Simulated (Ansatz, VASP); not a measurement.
PdPt3S8 in VASP and in Ansatz

```
Pd Pt S
1.0
     7.14438    0.00000    0.00000
    -3.57219    6.18722    0.00000
     0.00000    0.00000    6.45994
Pd Pt S
1 3 8
Direct
  0.00000 0.00000 0.00000
  0.00000 0.50000 0.00000
  0.50000 0.50000 0.00000
  0.50000 0.00000 0.00000
  0.33333 0.66667 0.80951
  0.33424 0.16712 0.80951
  0.83288 0.66576 0.80951
  0.83288 0.16712 0.80951
  0.16712 0.83288 0.19048
  0.16712 0.33424 0.19048
  0.66576 0.83288 0.19048
  0.66667 0.33333 0.19049
```

Alike in both runs: task single point; functional r2SCAN; k mesh 6 × 6 × 4; occupations gaussian, width 0.02 eV; no spin polarisation.

```csv
,VASP,Ansatz
version,VASP 6.6.1,Ansatz 0.2.0
potentials or method,"VASP PAW PBE potentials, release 64 (Pd, Pt, S), cutoff 520 eV","scalar-relativistic, plane waves, PAW"
valence electrons in the cell,88,120
```

Ansatz gave:

* gap on the k mesh at the Fermi level (eV): 1.23
* least direct gap on the mesh (eV): 1.36
* pressure (GPa): -1.9
* traceless stress, the component that is largest in VASP (GPa): 0.99
* rms of the force components (eV/Å): 0.037

Q: What did VASP give for the same quantities?

A: gap on the k mesh at the Fermi level (eV): 1.23; least direct gap on the mesh (eV): 1.37; pressure (GPa): -2.0; traceless stress, the component that is largest in VASP (GPa): 0.98; rms of the force components (eV/Å): 0.040.

VASP's potentials were made for PBE, not for r2SCAN. Atom by atom the forces differ by 0.004 eV/Å (rms over components). The functional is the same, so the differences come from potentials, cutoffs and numerics. VASP's potentials hold 88 valence electrons a cell and Ansatz's 120, so a difference there can come from the potentials and not from the codes.

Spin-orbit coupling is off throughout.
